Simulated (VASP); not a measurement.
# In (Im-3m) in VASP: a series of runs, part 2 of 2

VASP 6.6.1. The steps go on from the part before.

## (6) Single point, PBEsol (volume scaled by 1.04)

The input, INCAR:

```
  PREC = Accurate
  ENCUT = 520
  EDIFF = 1E-7
  ISMEAR = -1
  SIGMA = 0.1
  LREAL = F
  LASPH = T
  NELM = 60
  ALGO = Normal
  ISIF = 2
  LWAVE = F
  LCHARG = F
  GGA = PS
  NBANDS = 12
```

The input, KPOINTS:

```
Automatic mesh
0
Gamma
  13 13 13
```

The input, POSCAR:

```
In
1.0
   -1.8879098321      1.8879098321      1.8879098321
    1.8879098321     -1.8879098321      1.8879098321
    1.8879098321      1.8879098321     -1.8879098321
In
1
Direct
    0.0000000000      0.0000000000      0.0000000000
```

Potentials or basis: VASP PAW PBE potentials, release 64 (In_d).

The run is started by

```sh
$ cat potpaw_PBE.64/In_d/POTCAR > POTCAR
$ mpirun -np 1 vasp_std > vasp.out
```

OUTCAR:

```text
PREC = Accurate
   ENCUT = 520
   EDIFF = 1E-7
   ISMEAR = -1
   LREAL = F
   LASPH = T
   NELM = 60
   ISIF = 2
   GGA = PS

 ion  position               nearest neighbor table
   1  0.000  0.000  0.000-

  LATTYP: Found a body centered cubic cell.
 ALAT       =     3.7758196642

  Lattice vectors:

 A1 = (  -1.8879098321,   1.8879098321,   1.8879098321)
 A2 = (   1.8879098321,  -1.8879098321,   1.8879098321)
 A3 = (   1.8879098321,   1.8879098321,  -1.8879098321)

Analysis of symmetry for initial positions (statically):
=====================================================================
 Subroutine PRICEL returns:
 Original cell was already a primitive cell.

 Routine SETGRP: Setting up the symmetry group for a
 body centered cubic supercell.

 Subroutine GETGRP returns: Found 48 space group operations
 (whereof 48 operations were pure point group operations)
 out of a pool of 48 trial point group operations.

The static configuration has the point symmetry O_h .

Analysis of symmetry for dynamics (positions and initial velocities):
=====================================================================
 Subroutine PRICEL returns:
 Original cell was already a primitive cell.

 Routine SETGRP: Setting up the symmetry group for a
 body centered cubic supercell.

 Subroutine GETGRP returns: Found 48 space group operations
 (whereof 48 operations were pure point group operations)
 out of a pool of 48 trial point group operations.

The dynamic configuration has the point symmetry O_h .

 Subroutine INISYM returns: Found 48 space group operations
 (whereof 48 operations are pure point group operations),
 and found     1 'primitive' translations

----------------------------------------------------------------------------------------

                                     Primitive cell

  volume of cell :      26.9156

  direct lattice vectors                    reciprocal lattice vectors
    -1.887909832  1.887909832  1.887909832     0.000000000  0.264843157  0.264843157
     1.887909832 -1.887909832  1.887909832     0.264843157  0.000000000  0.264843157
     1.887909832  1.887909832 -1.887909832     0.264843157  0.264843157  0.000000000

  length of vectors
     3.269955749  3.269955749  3.269955749     0.374544784  0.374544784  0.374544784

  position of ions in fractional coordinates (direct lattice)
     0.000000000  0.000000000  0.000000000

  ion indices of the primitive-cell ions
   primitive index   ion index
                 1           1

----------------------------------------------------------------------------------------

 KPOINTS: Automatic mesh

Automatic generation of k-mesh.
 Grid dimensions read from file:
 generate k-points for:   13   13   13

 Generating k-lattice:

  Cartesian coordinates                     Fractional coordinates (reciprocal lattice)
     0.000000000  0.020372551  0.020372551     0.076923077  0.000000000  0.000000000
     0.020372551  0.000000000  0.020372551     0.000000000  0.076923077  0.000000000
     0.020372551  0.020372551  0.000000000     0.000000000  0.000000000  0.076923077

  Length of vectors
     0.028811137  0.028811137  0.028811137

  Shift w.r.t. Gamma in fractional coordinates (k-lattice)
     0.000000000  0.000000000  0.000000000

 Subroutine IBZKPT returns following result:
 ===========================================

 Found     84 irreducible k-points:

 Following reciprocal coordinates:
            Coordinates               Weight
  0.000000  0.000000  0.000000      1.000000
  0.076923  0.000000  0.000000     12.000000
  0.153846  0.000000  0.000000     12.000000
  0.230769  0.000000  0.000000     12.000000
  0.307692  0.000000  0.000000     12.000000
  0.384615  0.000000  0.000000     12.000000
[... 16 lines left out ...]
  0.153846  0.076923  0.076923     24.000000
  0.230769  0.076923  0.076923     24.000000
 [... further k-points ...]
   k-points           NKPTS =     84   k-points in BZ     NKDIM =     84   number of bands    NBANDS=     12
   number of dos      NEDOS =    301   number of ions     NIONS =      1
   total plane-waves  NPLWV =  13824
   dimension x,y,z NGX =    24 NGY =   24 NGZ =   24
   dimension x,y,z NGXF=    48 NGYF=   48 NGZF=   48
   ions per type =               1
   NGX,Y,Z   is equivalent  to a cutoff of  12.20, 12.20, 12.20 a.u.
   NGXF,Y,Z  is equivalent  to a cutoff of  24.40, 24.40, 24.40 a.u.
 SYSTEM =  unknown system
   PREC   = accura    normal or accurate (medium, high low for compatibility)
   ISTART =      0    job   : 0-new  1-cont  2-samecut
   ICHARG =      2    charge: 1-file 2-atom 10-const
   ISPIN  =      1    spin polarized calculation?
   LNONCOLLINEAR =      F non collinear calculations
   LSORBIT =      F    spin-orbit coupling
   LASPH  =      T    aspherical Exc in radial PAW
   ENCUT  =  520.0 eV  38.22 Ry    6.18 a.u.   6.08  6.08  6.08*2*pi/ulx,y,z
   NELM   =     60;   NELMIN=  2; NELMDL= -5     # of ELM steps
   EDIFF  = 0.1E-06   stopping-criterion for ELM
   LREAL  =      F    real-space projection
   EDIFFG = 0.1E-05   stopping-criterion for IOM
   NSW    =      0    number of steps for IOM
   IBRION =     -1    ionic relax: 0-MD 1-quasi-New 2-CG
   NFREE  =      0    steps in history (QN), initial steepest desc. (CG)
   ISIF   =      2    stress and relaxation
   ISYM   =      2    0-nonsym 1-usesym 2-fastsym
   POTIM  = 0.5000    time-step for ionic-motion
   TEBEG  =    0.0;   TEEND  =   0.0 temperature during run
   PSTRESS=    0.0 pullay stress
   NELECT =      13.0000    total number of electrons
   NUPDOWN=      -1.0000    fix difference up-down
   EMIN   =  10.00;   EMAX   =-10.00  energy-range for DOS
   EFERMI =   0.00;   METHOD = LEGACY
   ISMEAR =    -1;   SIGMA  =   0.10  broadening in eV -4-tet -1-fermi 0-gaus
   EFERMI_NEDOS =   21; number of points for ismear=-14 and -15
   IALGO  =     38    algorithm
   IMIX   =      4    mixing-type and parameters
     AMIX     =   0.40;   BMIX     =  1.00
     AMIX_MAG =   1.60;   BMIX_MAG =  1.00
  volume/ion in A,a.u.               =      26.92       181.64
  Fermi-wavevector in a.u.,A,eV,Ry     =   1.284462  2.427282 22.447483  1.649843
  Thomas-Fermi vector in A             =   2.416655
   LORBIT       =      0    0 simple, 1 ext, 2 COOP (PROOUT), +10 PAW based schemes
   GGA     = PS    functional components
   LHFCALC =     F    Hartree Fock is set to
   AEXX    =    0.0000 exact exchange contribution
   IVDW    =     0    specifies the selected vdW correction
   LEPSILON=     F    determine dielectric tensor
   LRPA    =     F    only Hartree local field effects (RPA)
 non-spin polarized calculation
  energy-cutoff  :      520.00
  volume of cell :       26.92
 maximum number of plane-waves:       735
   NGX = 13   NGY = 13   NGZ = 13

 number of electron      13.0000010 magnetization

 Free energy of the ion-electron system (eV)
  ---------------------------------------------------
  ext. energy  EPLUGINS =         0.00000000
  ---------------------------------------------------
  free energy    TOTEN  =        -2.97274953 eV

  energy without entropy =       -2.95705955  energy(sigma->0) =       -2.96490454

 E-fermi :   7.0198     XC(G=0): -10.2727

 val. band max:        6.9131535057   @ k =  -0.4615   0.4615   0.4615
 cond. band min:       7.0532569523   @ k =  -0.3846   0.3846   0.1538
 fundamental gap:      0.1401034466
 Fermi energy:         7.0198288332

 k-point     1 :       0.0000    0.0000    0.0000
  band No.  band energies     occupation
      1      -7.5218      2.00000
      2      -7.5218      2.00000
      3      -7.5218      2.00000
      4      -7.2604      2.00000
      5      -7.2604      2.00000
      6      -2.3271      2.00000
      7      17.8197      0.00000
      8      17.8197      0.00000
      9      17.8197      0.00000
     10      19.9572      0.00000
     11      19.9572      0.00000
     12      19.9572      0.00000

 k-point     2 :       0.0769    0.0000    0.0000
  band No.  band energies     occupation
      1      -7.5279      2.00000
      2      -7.5162      2.00000
      3      -7.4987      2.00000
      4      -7.2669      2.00000
      5      -7.2607      2.00000
      6      -2.1930      2.00000
      7      16.5017      0.00000
      8      17.1969      0.00000
      9      17.5138      0.00000
     10      19.1262      0.00000
     11      19.4509      0.00000
     12      19.8094      0.00000
[... 316 lines left out ...]
 k-point    24 :       0.2308    0.0769    0.0769
  band No.  band energies     occupation
      1      -7.5803      2.00000
      2      -7.5159      2.00000
      3      -7.2912      2.00000
      4      -7.2651      2.00000
      5      -7.2389      2.00000
      6       0.1366      2.00000
      7       8.9759      0.00000
      8      12.1264      0.00000
      9      13.1020      0.00000
     10      19.6645      0.00000
     11      19.8455      0.00000
     12      21.9025      0.00000

 [... further k-points ...]
[... 5 lines left out ...]
  --------------------------------------------------------------------------------------
  -------------------------------------------------------------------------------------
  Total       -0.2882128     -0.2882128     -0.2882128     -0.0000000      0.0000000     -0.0000000
  in kB      -17.1561627    -17.1561627    -17.1561627     -0.0000000      0.0000000     -0.0000000
  external PRESSURE =     -17.1561627 kB  Pullay stress =       0.0000000 kB

 VOLUME and BASIS-vectors are now :
 -----------------------------------------------------------------------------
  energy-cutoff  :      520.00
  volume of cell :       26.92
      direct lattice vectors                 reciprocal lattice vectors
    -1.887909832  1.887909832  1.887909832     0.000000000  0.264843157  0.264843157
     1.887909832 -1.887909832  1.887909832     0.264843157  0.000000000  0.264843157
     1.887909832  1.887909832 -1.887909832     0.264843157  0.264843157  0.000000000

 POSITION                                       TOTAL-FORCE (eV/Angst)
 -----------------------------------------------------------------------------------
      0.00000      0.00000      0.00000         0.000000     -0.000000     -0.000000
 -----------------------------------------------------------------------------------
    total drift:                                0.000000      0.000000     -0.000000

  FREE ENERGIE OF THE ION-ELECTRON SYSTEM (eV)
  ---------------------------------------------------
  free  energy   TOTEN  =        -2.9727495264 eV

  energy  without entropy=       -2.9570595477  energy(sigma->0) =       -2.96490454
```

OSZICAR:

```text
N       E                     dE             d eps       ncg     rms          rms(c)
DAV:   1     0.782974032640E+02    0.78297E+02   -0.62500E+03  2052   0.134E+03
DAV:   2     0.877524152475E+00   -0.77420E+02   -0.75402E+02  2092   0.293E+02
DAV:   3    -0.292467418548E+01   -0.38022E+01   -0.37888E+01  2452   0.646E+01
DAV:   4    -0.300986003031E+01   -0.85186E-01   -0.85156E-01  2560   0.958E+00
DAV:   5    -0.301307018128E+01   -0.32102E-02   -0.32101E-02  2676   0.162E+00    0.212E+00
DAV:   6    -0.297950716593E+01    0.33563E-01   -0.54505E-02  2468   0.474E+00    0.100E+00
DAV:   7    -0.297332589520E+01    0.61813E-02   -0.14252E-02  2588   0.221E+00    0.263E-01
DAV:   8    -0.297274625522E+01    0.57964E-03   -0.80202E-04  2684   0.475E-01    0.261E-02
DAV:   9    -0.297274881524E+01   -0.25600E-05   -0.10337E-05  2996   0.388E-02    0.164E-02
DAV:  10    -0.297274950870E+01   -0.69346E-06   -0.83960E-07  2288   0.971E-03    0.687E-04
DAV:  11    -0.297274952636E+01   -0.17662E-07   -0.13518E-08  1564   0.165E-03
   1 F= -.29727495E+01 E0= -.29649045E+01  d E =-.156900E-01
```

It took 20 s on 1 thread of Intel Xeon 8259CL, shared host; peak memory 0.15 GiB.

Results:

```
Free energy : -2.9727 eV
Pressure    : -1.7 GPa
```

Levels at points of the mesh, in eV from the Fermi level:
```
           k point  band 2  band 3  band 4  band 5  band 6  band 7  band 8  band 9  band 10  band 11
(0.00, 0.00, 0.00)  -14.54  -14.54  -14.28  -14.28   -9.35   10.80   10.80   10.80    12.94    12.94
```

Caveat: the PAW data sets were made with another functional, which shifts forces and pressure a little; spin-orbit coupling is left out, which moves the levels of the heavy elements.

## (7) Single point, PBEsol (volume scaled by 1.08)

The input, INCAR:

```
SYSTEM = In
ALGO = Normal ; EDIFF = 1E-6
ENCUT = 520 ; GGA = PS
ISIF = 2 ; ISMEAR = -1
LASPH = .TRUE. ; LCHARG = .TRUE.
LELF = .TRUE. ; LREAL = .FALSE.
LVHAR = .TRUE. ; LWAVE = .FALSE.
NBANDS = 12 ; NELM = 100
PREC = Accurate ; SIGMA = 0.1
```

The input, KPOINTS:

```
k-points
0
G
  13 13 13
  0 0 0
```

The input, POSCAR:

```
In
1.0
   -1.9118099621      1.9118099621      1.9118099621
    1.9118099621     -1.9118099621      1.9118099621
    1.9118099621      1.9118099621     -1.9118099621
In
1
Direct
    0.0000000000      0.0000000000      0.0000000000
```

Potentials or basis: VASP PAW PBE potentials, release 64 (In_d).

The run is started by

```sh
$ cat potpaw_PBE.64/In_d/POTCAR > POTCAR
$ mpirun -np 1 vasp_std > vasp.out
```

OUTCAR:

```text
SYSTEM = In
   EDIFF = 1E-6
   ENCUT = 520
   GGA = PS
   ISIF = 2
   ISMEAR = -1
   LASPH = .TRUE.
   LREAL = .FALSE.
   NELM = 100
   PREC = Accurate

 ion  position               nearest neighbor table
   1  0.000  0.000  0.000-

  LATTYP: Found a body centered cubic cell.
 ALAT       =     3.8236199242

  Lattice vectors:

 A1 = (  -1.9118099621,   1.9118099621,   1.9118099621)
 A2 = (   1.9118099621,  -1.9118099621,   1.9118099621)
 A3 = (   1.9118099621,   1.9118099621,  -1.9118099621)

Analysis of symmetry for initial positions (statically):
=====================================================================
 Subroutine PRICEL returns:
 Original cell was already a primitive cell.

 Routine SETGRP: Setting up the symmetry group for a
 body centered cubic supercell.

 Subroutine GETGRP returns: Found 48 space group operations
 (whereof 48 operations were pure point group operations)
 out of a pool of 48 trial point group operations.

The static configuration has the point symmetry O_h .

Analysis of symmetry for dynamics (positions and initial velocities):
[... 159 lines left out ...]
 val. band max:        6.4734712649   @ k =   0.3077   0.1538  -0.0000
 cond. band min:       6.6331952483   @ k =  -0.3846   0.3846   0.1538
 fundamental gap:      0.1597239834
 Fermi energy:         6.6066745117

 k-point     1 :       0.0000    0.0000    0.0000
  band No.  band energies     occupation
      1      -7.8925      2.00000
      2      -7.8925      2.00000
      3      -7.8925      2.00000
      4      -7.6554      2.00000
      5      -7.6554      2.00000
      6      -2.4850      2.00000
      7      17.0132      0.00000
      8      17.0132      0.00000
      9      17.0132      0.00000
     10      19.4289      0.00000
     11      19.4289      0.00000
     12      19.4289      0.00000
[... 331 lines left out ...]
 k-point    24 :       0.2308    0.0769    0.0769
  band No.  band energies     occupation
      1      -7.9441      2.00000
      2      -7.8840      2.00000
      3      -7.6832      2.00000
      4      -7.6600      2.00000
      5      -7.6348      2.00000
      6      -0.1017      2.00000
      7       8.4861      0.00000
      8      11.5752      0.00000
      9      12.5692      0.00000
     10      18.9229      0.00000
     11      19.1801      0.00000
     12      21.1854      0.00000

 [... further k-points ...]
[... 5 lines left out ...]
  --------------------------------------------------------------------------------------
  -------------------------------------------------------------------------------------
  Total       -0.5019243     -0.5019243     -0.5019243     -0.0000000     -0.0000000     -0.0000000
  in kB      -28.7709788    -28.7709788    -28.7709788     -0.0000000     -0.0000000     -0.0000000
  external PRESSURE =     -28.7709788 kB  Pullay stress =       0.0000000 kB

 VOLUME and BASIS-vectors are now :
 -----------------------------------------------------------------------------
  energy-cutoff  :      520.00
  volume of cell :       27.95
      direct lattice vectors                 reciprocal lattice vectors
    -1.911809962  1.911809962  1.911809962     0.000000000  0.261532270  0.261532270
     1.911809962 -1.911809962  1.911809962     0.261532270  0.000000000  0.261532270
     1.911809962  1.911809962 -1.911809962     0.261532270  0.261532270  0.000000000

 POSITION                                       TOTAL-FORCE (eV/Angst)
 -----------------------------------------------------------------------------------
      0.00000      0.00000      0.00000         0.000000     -0.000000      0.000000
 -----------------------------------------------------------------------------------
    total drift:                               -0.000000     -0.000000     -0.000000

  FREE ENERGIE OF THE ION-ELECTRON SYSTEM (eV)
  ---------------------------------------------------
  free  energy   TOTEN  =        -2.9581871669 eV

  energy  without entropy=       -2.9416502254  energy(sigma->0) =       -2.94991870
```

stdout:

```text
POSCAR found type information on POSCAR In
 POSCAR found :  1 types and       1 ions
 scaLAPACK will be used
 -----------------------------------------------------------------------------
|                                                                             |
|                                                                             |
|     You enforced a specific xc type in the INCAR file but a different       |
|     I HOPE YOU KNOW WHAT YOU ARE DOING!                                     |
|                                                                             |
 -----------------------------------------------------------------------------

 LDA part: xc-table for (Slater+PW92), standard interpolation
 POSCAR, INCAR and KPOINTS ok, starting setup
 FFT: planning ... GRIDC
 FFT: planning ... GRID_SOFT
 FFT: planning ... GRID
 WAVECAR not read
 entering main loop
```

Wall time 43 s (1 thread of Intel Xeon 8259CL, shared host); peak memory 0.17 GiB.

What came out:

* Free energy: -2.9582 eV
* Pressure: -2.9 GPa

Levels at points of the mesh, in eV from the Fermi level:
| k point | band 4 | band 5 | band 6 | band 7 | band 8 | band 9 |
| --- | --- | --- | --- | --- | --- | --- |
| (0.00, 0.00, 0.00) | -14.26 | -14.26 | -9.09 | 10.41 | 10.41 | 10.41 |

Caveat: the PAW data sets were made with another functional, which shifts forces and pressure a little; spin-orbit coupling is left out, which moves the levels of the heavy elements.

## (8) The runs side by side

```csv
cell,gap on the mesh (eV),pressure (GPa)
"a = 3.093 Å, angles 109.5°, 1 atom",none,7.6
"a = 3.139 Å, angles 109.5°, 1 atom",none,4.4
"a = 3.184 Å, angles 109.5°, 1 atom",none,1.8
"a = 3.227 Å, angles 109.5°, 1 atom",none,-0.2
"a = 3.270 Å, angles 109.5°, 1 atom",none,-1.7
"a = 3.311 Å, angles 109.5°, 1 atom",none,-2.9
```

Alike in all rows: task single point; level PBEsol; potentials or basis VASP PAW PBE potentials, release 64 (In_d); no spin polarisation; k mesh 13 × 13 × 13; cutoff (eV) 520; smearing fermi-dirac 0.1 eV.

Caveats: the PAW data sets were made with another functional, which shifts forces and pressure a little; spin-orbit coupling is left out, which moves the levels of the heavy elements.

Total energies depend on the potentials used, so only differences within one code and one set of settings carry meaning.
